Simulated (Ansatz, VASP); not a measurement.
## Au in VASP and in Ansatz

```
Au
1.0
     0.00000    2.95149    2.95149
     2.95149    0.00000    2.95149
     2.95149    2.95149    0.00000
Au
2
Direct
  0.12500 0.12500 0.12500
  0.87500 0.87500 0.87500
```

Alike in both runs: task single point; functional PBE; k mesh 10 × 10 × 10; occupations fermi-dirac, width 0.1 eV; no spin polarisation.

|  | VASP | Ansatz |
| --- | --- | --- |
| version | VASP 6.6.1 | Ansatz 0.2.0 |
| potentials or method | VASP PAW PBE potentials, release 64 (Au), cutoff 520 eV | plane waves (420 eV) with PAW, scalar-relativistic |
| valence electrons in the cell | 22 | 38 |

```tsv
	VASP	Ansatz	Ansatz less VASP
pressure (GPa)	9.8	9.9	+0.17
```

With one functional, cell and mesh, what is left measures potentials, basis and numerics. VASP's potentials hold 22 valence electrons a cell and Ansatz's 38, so a difference there can come from the potentials and not from the codes.

Spin-orbit coupling is off throughout.
